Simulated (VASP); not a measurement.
Write the native input for VASP 6.6.1 that does the following.

* Task: single point
* Functional: PBEsol
* Potentials or basis: VASP PAW PBE potentials, release 64 (Te, Pd, H)
* Cutoff: 520 eV
* k mesh: 3 × 3 × 2
* Occupations: fermi-dirac, width 0.05 eV
* Spin: no spin polarisation
* Dipole correction: no
* Further INCAR settings: ALGO = Normal; EDIFF = 1e-06; NBANDS = 56

The structure of Te8HPd4 (a cell with a defect) lies in POSCAR:

```
Te8HPd4
1.0
   -2.0120000000      3.4848860000      5.1130000000
    4.0240000000      0.0000000000      5.1130000000
    4.0240000000      6.9697720000      0.0000000000
Te Pd H
8 4 1
Direct
    0.3316381626      0.9798423772      0.1878653721
    0.1812560438      0.5464185113      0.0713715385
    0.3381839100      0.9523109071      0.6753546065
    0.0996562873      0.5855969887      0.6068504392
    0.7719281516      0.4550423158      0.4092269290
    0.6339674218      0.0489193374      0.3065087075
    0.8173201106      0.4612834490      0.9240664672
    0.6852836942      0.0713758012      0.8004658471
    0.0292231579     -0.0060469405     -0.0094607649
   -0.0190016824      0.0614425195      0.5042802974
    0.4669355419      0.4639269654      0.2543817598
    0.4873200447      0.5324726407      0.7038315169
    0.1965345834      0.4519496724      0.3803136432
```

These files were run (other wordings do the same):

INCAR

```
PREC = Accurate
ENCUT = 520
EDIFF = 1E-6
ISMEAR = -1
SIGMA = 0.05
LREAL = False
LASPH = True
NELM = 80
ALGO = Normal
ISIF = 2
LWAVE = False
LCHARG = False
GGA = PS
NBANDS = 56
```

KPOINTS

```
regular mesh
0
Gamma
  3 3 2
```

Potentials or basis: VASP PAW PBE potentials, release 64 (Te, Pd, H).

Launch:

```console
$ cat potpaw_PBE.64/Te/POTCAR potpaw_PBE.64/Pd/POTCAR potpaw_PBE.64/H/POTCAR > POTCAR
$ mpirun -np 1 vasp_std > vasp.out
```

Results of the run:

```json
{"Pressure": "6.2 GPa", "Largest force": "3.806 eV/Å", "Band gap on the k mesh": "zero (an odd number of electrons rules out a gap without spin polarisation)"}
```

Caveat: the k points lie up to 0.42 Å⁻¹ apart, too coarse for converged energies and pressures of a metal; the atoms stand as in a frame of molecular dynamics; the PAW data sets were made with another functional, which shifts forces and pressure a little; spin-orbit coupling is left out, which moves the levels of the heavy elements.

It took 2.7 min on 1 thread of Intel(R) Xeon(R) Platinum 8375C CPU @ 2.90GHz (Ice Lake), on a shared host, peak memory 0.43 GiB.
